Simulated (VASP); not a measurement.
# Si4C3 in VASP: relaxation of the atoms with PBE

Aim: the relaxation of the atoms of Si4C3 with PBE.

All numbers are computed with VASP 6.6.1; they aren't measurements. Logs are shortened: lines on timing, memory, paths and dates and some standing lists are left out, and cuts for length are marked.

### 1 The cell of the first run

The cell holds a slab with vacuum, 7 atoms: a = 3.097 Å, b = 3.097 Å, c = 21.114 Å, α = 90.00°, β = 90.00°, γ = 120.00°.

### 2 Relaxation of the atoms, PBE, collinear spin

INCAR

```
PREC = Accurate ; ENCUT = 520
EDIFF = 1E-7 ; ISMEAR = 0
SIGMA = 0.05 ; LREAL = False
LASPH = True ; NELM = 150
ALGO = Normal ; ISIF = 2
LWAVE = False ; LCHARG = False
ISPIN = 2 ; MAGMOM = 0 0 0 0 0 0 2
LORBIT = 11 ; LDIPOL = True
IDIPOL = 3 ; DIPOL = 0.5 0.5 0.357
GGA = PE ; IBRION = 2
NSW = 36 ; EDIFFG = -0.025
KPAR = 4
```

KPOINTS

```
regular mesh
0
Gamma
  9 9 1
```

POSCAR

```
Si4C3
1.0
    3.0967389913      0.0000000000      0.0000000000
   -1.5483694956      2.6818546353      0.0000000000
    0.0000000000      0.0000000000     21.1135575009
C Si
3 4
Selective dynamics
Direct
    0.0000000000      0.0000000000      0.1894517302  F F F
    0.3333333333      0.6666666667      0.3092078063  F F F
    0.6666666667      0.3333333333      0.4307637748  F F F
    0.3333333333      0.6666666667      0.2193907492  F F F
    0.6666666667      0.3333333333      0.3368742035  F F F
    0.0000000000      0.0000000000      0.4553262756  F F F
    0.0000000000      0.0000000000      0.5604719858  F F T
```

Potentials or basis: VASP PAW PBE potentials, release 64 (C, Si).

Launch:

```console
$ cat potpaw_PBE.64/C/POTCAR potpaw_PBE.64/Si/POTCAR > POTCAR
$ mpirun -np 4 vasp_std > vasp.out
```

OUTCAR:

```text
PREC = Accurate
   ENCUT = 520
   EDIFF = 1E-7
   ISMEAR = 0
   LREAL = False
   LASPH = True
   NELM = 150
   ISIF = 2
   ISPIN = 2
   LORBIT = 11
   GGA = PE
   IBRION = 2
   NSW = 36
   EDIFFG = -0.025

 ion  position               nearest neighbor table
   1  0.000  0.000  0.189-   4 1.90   4 1.90   4 1.90
   2  0.333  0.667  0.309-   5 1.88   5 1.88   5 1.88   4 1.90
   3  0.667  0.333  0.431-   6 1.86   6 1.86   6 1.86   5 1.98
   4  0.333  0.667  0.219-   1 1.90   1 1.90   1 1.90   2 1.90   5 3.06   5 3.06   5 3.06
   5  0.667  0.333  0.337-   2 1.88   2 1.88   2 1.88   3 1.98   4 3.06   4 3.06   4 3.06   6 3.07
                             6 3.07   6 3.07
   6  0.000  0.000  0.455-   3 1.86   3 1.86   3 1.86   7 2.22   5 3.07   5 3.07   5 3.07
   7  0.000  0.000  0.560-   6 2.22

  LATTYP: Found a hexagonal cell.
 ALAT       =     3.0967389913
 C/A-ratio  =     6.8179971125

  Lattice vectors:

 A1 = (   3.0967389913,   0.0000000000,   0.0000000000)
 A2 = (  -1.5483694956,   2.6818546353,   0.0000000000)
 A3 = (   0.0000000000,   0.0000000000,  21.1135575009)

Analysis of symmetry for initial positions (statically):
=====================================================================
 Subroutine PRICEL returns:
 Original cell was already a primitive cell.

 Routine SETGRP: Setting up the symmetry group for a
 hexagonal supercell.

 Subroutine GETGRP returns: Found  6 space group operations
 (whereof  6 operations were pure point group operations)
 out of a pool of 24 trial point group operations.

The static configuration has the point symmetry C_3v.

Analysis of symmetry for dynamics (positions and initial velocities):
=====================================================================
 Subroutine PRICEL returns:
 Original cell was already a primitive cell.

 Routine SETGRP: Setting up the symmetry group for a
 hexagonal supercell.

 Subroutine GETGRP returns: Found  6 space group operations
 (whereof  6 operations were pure point group operations)
 out of a pool of 24 trial point group operations.

The dynamic configuration has the point symmetry C_3v.

Analysis of constrained symmetry for selective dynamics:
=====================================================================
 Subroutine PRICEL returns:
 Original cell was already a primitive cell.

 Routine SETGRP: Setting up the symmetry group for a
 hexagonal supercell.

 Subroutine GETGRP returns: Found  6 space group operations
 (whereof  6 operations were pure point group operations)
 out of a pool of 24 trial point group operations.

The constrained configuration has the point symmetry C_3v.

Analysis of structural, dynamic, and magnetic symmetry:
=====================================================================
 Subroutine PRICEL returns:
 Original cell was already a primitive cell.

 Routine SETGRP: Setting up the symmetry group for a
 hexagonal supercell.

 Subroutine GETGRP returns: Found  6 space group operations
 (whereof  6 operations were pure point group operations)
 out of a pool of 24 trial point group operations.

The overall configuration has the point symmetry C_3v.

 Subroutine INISYM returns: Found  6 space group operations
 (whereof  6 operations are pure point group operations),
 and found     1 'primitive' translations

----------------------------------------------------------------------------------------

                                     Primitive cell

  volume of cell :     175.3482

  direct lattice vectors                    reciprocal lattice vectors
     3.096738991  0.000000000  0.000000000     0.322920337  0.186438144  0.000000000
    -1.548369496  2.681854635  0.000000000     0.000000000  0.372876287  0.000000000
     0.000000000  0.000000000 21.113557501     0.000000000  0.000000000  0.047362933

  length of vectors
     3.096738991  3.096738991 21.113557501     0.372876287  0.372876287  0.047362933

  position of ions in fractional coordinates (direct lattice)
     0.000000000  0.000000000  0.189451730
[... 69 lines left out ...]
   ISPIN  =      2    spin polarized calculation?
   LNONCOLLINEAR =      F non collinear calculations
   LSORBIT =      F    spin-orbit coupling
   LASPH  =      T    aspherical Exc in radial PAW
   ENCUT  =  520.0 eV  38.22 Ry    6.18 a.u.   5.76  5.76 39.26*2*pi/ulx,y,z
   NELM   =    150;   NELMIN=  2; NELMDL= -5     # of ELM steps
   EDIFF  = 0.1E-06   stopping-criterion for ELM
   LREAL  =      F    real-space projection
   EDIFFG = -.3E-01   stopping-criterion for IOM
   NSW    =     36    number of steps for IOM
   IBRION =      2    ionic relax: 0-MD 1-quasi-New 2-CG
   NFREE  =      1    steps in history (QN), initial steepest desc. (CG)
   ISIF   =      2    stress and relaxation
   ISYM   =      2    0-nonsym 1-usesym 2-fastsym
   POTIM  = 0.5000    time-step for ionic-motion
   TEBEG  =    0.0;   TEEND  =   0.0 temperature during run
   PSTRESS=    0.0 pullay stress
   NELECT =      28.0000    total number of electrons
   NUPDOWN=      -1.0000    fix difference up-down
   EMIN   =  10.00;   EMAX   =-10.00  energy-range for DOS
   EFERMI =   0.00;   METHOD = LEGACY
   ISMEAR =     0;   SIGMA  =   0.05  broadening in eV -4-tet -1-fermi 0-gaus
   EFERMI_NEDOS =   21; number of points for ismear=-14 and -15
   IALGO  =     38    algorithm
   IMIX   =      4    mixing-type and parameters
     AMIX     =   0.40;   BMIX     =  1.00
     AMIX_MAG =   1.60;   BMIX_MAG =  1.00
  volume/ion in A,a.u.               =      25.05       169.04
  Fermi-wavevector in a.u.,A,eV,Ry     =   0.888165  1.678389 10.732785  0.788837
  Thomas-Fermi vector in A             =   2.009559
   LORBIT       =     11    0 simple, 1 ext, 2 COOP (PROOUT), +10 PAW based schemes
   GGA     = PE    functional components
   LHFCALC =     F    Hartree Fock is set to
   AEXX    =    0.0000 exact exchange contribution
   IVDW    =     0    specifies the selected vdW correction
   LEPSILON=     F    determine dielectric tensor
   LRPA    =     F    only Hartree local field effects (RPA)
 conjugate gradient relaxation of ions
 spin polarized calculation
 Gauss-broadening in eV      SIGMA  =   0.05
  energy-cutoff  :      520.00
  volume of cell :      175.35
 maximum number of plane-waves:      4736
 NGX is ok and might be reduce to    24
   NGX = 11   NGY = 11   NGZ = 79

 dipolmoment           0.000000      0.000000      0.111076 electrons x Angstroem

--------------------------------------- Ionic step        1  -------------------------------------------

 number of electron      28.0000001 magnetization       0.0002064

 number of electron      28.0000001 magnetization      -0.0001748

 Free energy of the ion-electron system (eV)
  ---------------------------------------------------
  ext. energy  EPLUGINS =         0.00000000
  ---------------------------------------------------
  free energy    TOTEN  =       -46.31644188 eV

  energy without entropy =      -46.30308642  energy(sigma->0) =      -46.30976415

------------------------ aborting loop because EDIFF is reached ----------------------------------------

  FORCE on cell =-STRESS in cart. coord.  units (eV):
  Direction    XX          YY          ZZ          XY          YZ          ZX
  --------------------------------------------------------------------------------------
  -------------------------------------------------------------------------------------
  Total       -1.5650563     -1.5650563      4.9733566     -0.0000000     -0.0000000     -0.0000000
  in kB      -14.3001073    -14.3001073     45.4421559     -0.0000000     -0.0000000     -0.0000000
  external PRESSURE =       5.6139804 kB  Pullay stress =       0.0000000 kB
[... 157 lines left out ...]
--------------------------------------- Ionic step        5  -------------------------------------------

 number of electron      28.0000001 magnetization       0.0000192

 dipolmoment           0.000000      0.000000     -0.057732 electrons x Angstroem

 Free energy of the ion-electron system (eV)
  ---------------------------------------------------
  ext. energy  EPLUGINS =         0.00000000
  ---------------------------------------------------
  free energy    TOTEN  =       -46.53307483 eV

  energy without entropy =      -46.52010758  energy(sigma->0) =      -46.52659121

 E-fermi :   0.6164     XC(G=0):  -5.9701

 val. band max:        0.6013759807   @ k =   0.4444   0.1111   0.0000
 cond. band min:       0.6242385081   @ k =   0.2222   0.2222   0.0000
 fundamental gap:      0.0228625274
 Fermi energy:         0.6164070733

 spin component 1

 k-point     1 :       0.0000    0.0000    0.0000
  band No.  band energies     occupation
      1     -15.0893      1.00000
      2     -13.8122      1.00000
      3     -11.9492      1.00000
      4      -8.9575      1.00000
      5      -6.7238      1.00000
      6      -4.0261      1.00000
[... 240 lines left out ...]
      5      -7.3708      1.00000
      6      -6.3025      1.00000
[... 11 lines left out ...]
     18       4.6824      0.00000
     19       4.6901      0.00000
 Fermi energy:         0.6164070733

 spin component 2

 k-point     1 :       0.0000    0.0000    0.0000
  band No.  band energies     occupation
      1     -15.0893      1.00000
      2     -13.8122      1.00000
      3     -11.9492      1.00000
      4      -8.9575      1.00000
      5      -6.7238      1.00000
      6      -4.0261      1.00000
[... 253 lines left out ...]
     18       4.6824      0.00000
     19       4.6901      0.00000

------------------------ aborting loop because EDIFF is reached ----------------------------------------

 vacuum level on the upper side and lower side of the slab       (xc-potential included)        -0.713         0.612

  FORCE on cell =-STRESS in cart. coord.  units (eV):
  Direction    XX          YY          ZZ          XY          YZ          ZX
  --------------------------------------------------------------------------------------
  -------------------------------------------------------------------------------------
  Total       -1.8231438     -1.8231438     -0.1912703     -0.0000000      0.0000000      0.0000000
  in kB      -16.6582841    -16.6582841     -1.7476597     -0.0000000      0.0000000      0.0000000
  external PRESSURE =     -11.6880760 kB  Pullay stress =       0.0000000 kB
[... 22 lines left out ...]
  FREE ENERGIE OF THE ION-ELECTRON SYSTEM (eV)
  ---------------------------------------------------
  free  energy   TOTEN  =       -46.5330748347 eV

  energy  without entropy=      -46.5201075838  energy(sigma->0) =      -46.52659121

 reached required accuracy - stopping structural energy minimisation

 vacuum level on the upper side and lower side of the slab         5.741         7.095

 total charge

# of ion       s       p       d       tot
------------------------------------------
    1        0.873   1.510   0.000   2.383
    2        0.847   1.695   0.000   2.542
    3        0.845   1.681   0.000   2.526
    4        0.709   0.954   0.000   1.662
    5        0.712   0.944   0.000   1.656
    6        0.722   0.973   0.000   1.695
    7        0.861   0.650   0.000   1.512
--------------------------------------------------
tot          5.569   8.408   0.000  13.977

 magnetization (x)

# of ion       s       p       d       tot
------------------------------------------
    1       -0.000  -0.000   0.000  -0.000
    2       -0.000  -0.000   0.000  -0.000
    3       -0.000  -0.000   0.000  -0.000
    4        0.000  -0.000   0.000  -0.000
    5       -0.000  -0.000   0.000  -0.000
    6        0.000   0.000   0.000   0.000
    7        0.000  -0.000   0.000   0.000
--------------------------------------------------
tot         -0.000  -0.000   0.000  -0.000
```

Run time: 2.8 min. Hardware: 4 MPI ranks of AMD EPYC 7R13 (Zen 3), shared host; peak memory 0.38 GiB.

Results:

| Property | Result |
| --- | --- |
| Free energy | -46.5331 eV |
| Energy gained by relaxing | 30.9 meV/atom |
| Ionic steps | 5 |
| Band gap on the k mesh | zero (filled and empty bands overlap) |
| Net moment | 0.00 μB per cell |
| Valence electrons inside the program's atomic spheres | C 2.38, 2.54, 2.53; Si 1.66, 1.70, 1.51 (each value once) |

The path:
```tsv
step	energy change (eV)	largest force on free atoms (eV/Å)	pressure (GPa)
1	0.0000	2.2363	0.56
2	-0.1662	0.9315	-0.40
3	-0.2144	0.1614	-1.31
4	-0.2165	0.0358	-1.20
5	-0.2166	0.0006	-1.17
```

Final structure:
```
C Si
1.0
     3.09674    0.00000    0.00000
    -1.54837    2.68185    0.00000
     0.00000    0.00000   21.11356
C Si
3 4
Direct
  0.00000 0.00000 0.18945
  0.33333 0.66667 0.30921
  0.66667 0.33333 0.43076
  0.33333 0.66667 0.21939
  0.66667 0.33333 0.33687
  0.00000 0.00000 0.45533
  0.00000 0.00000 0.57112
```

Levels at points of the mesh, in eV from the Fermi level:
Spin up:
| k point | band 12 | band 13 | band 14 | band 15 | band 16 | band 17 |
| --- | --- | --- | --- | --- | --- | --- |
| (0.00, 0.00, 0.00) | -0.27 | 0.04 | 0.04 | 3.67 | 4.69 | 5.29 |
Spin down:
```
           k point  band 11  band 12  band 13  band 14  band 15  band 16  band 17  band 18
(0.00, 0.00, 0.00)    -1.44    -0.27     0.04     0.04     3.67     4.69     5.29     5.77
```

The gap in the log of VASP goes by the Fermi energy; the results here count the filled bands.